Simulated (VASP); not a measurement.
Set up this calculation in VASP 6.6.1, as the native input.

| Quantity | Value |
| --- | --- |
| Task | relaxation of cell and atoms |
| Functional | PBEsol |
| Potentials or basis | VASP PAW PBE potentials, release 64 (Zn) |
| Cutoff | 600 eV |
| k mesh | 12 × 12 × 12 |
| Occupations | fermi-dirac, width 0.05 eV |
| Spin | no spin polarisation |
| Target pressure | 20 GPa |
| Dipole correction | no |
| Further INCAR settings | ALGO = Fast; EDIFF = 1e-06; IBRION = 2; EDIFFG = -0.01; NSW = 60; ISIF = 3 |

The structure of Zn lies in POSCAR:

```
Zn
1.0
    0.0000000000      1.9647760000      1.9647760000
    1.9647760000      0.0000000000      1.9647760000
    1.9647760000      1.9647760000      0.0000000000
Zn
1
Direct
    0.0000000000      0.0000000000      0.0000000000
```

One way to write it, as run:

INCAR

```
SYSTEM = Zn
PREC = Accurate
ENCUT = 600
EDIFF = 1E-6
ISMEAR = -1
SIGMA = 0.05
LREAL = .False.
LASPH = .True.
NELM = 80
ALGO = Fast
ISIF = 3
LWAVE = .False.
LCHARG = .False.
GGA = PS
IBRION = 2
NSW = 60
EDIFFG = -0.01
PSTRESS = 200.0
```

KPOINTS

```
Automatic mesh
0
Gamma
  12 12 12
  0 0 0
```

Potentials or basis: VASP PAW PBE potentials, release 64 (Zn).

The run is started by

```sh
$ cat potpaw_PBE.64/Zn/POTCAR > POTCAR
$ mpirun -np 1 vasp_std > vasp.out
```

Results of the run:

- Relaxed volume: 12.19 Å³/atom
- Relaxed cell: a = 2.583 Å, b = 2.583 Å, c = 2.583 Å, α = 60.00°, β = 60.00°, γ = 60.00°
- Space group after relaxing (to 0.05 Å): Fm-3m (No. 225)
- Energy change on relaxing (the enthalpy is what falls): +86.5 meV/atom
- Ionic steps: 6
- Pressure after relaxing: 20.0 GPa
- Band gap on the k mesh: zero (band 6 reaches 7.05 eV, above the bottom of band 7 at 3.69 eV)

Caveat: the cell is relaxed towards a set pressure, so the enthalpy falls and the energy may rise; the volume moved by over 15 % at a fixed basis, so the end points are rough; the PAW data sets were made with another functional, which shifts forces and pressure a little.

It took 37 s on 1 thread of Intel(R) Xeon(R) Platinum 8259CL CPU @ 2.50GHz (Skylake/Cascade Lake), with other jobs on the host, peak memory 0.15 GiB.
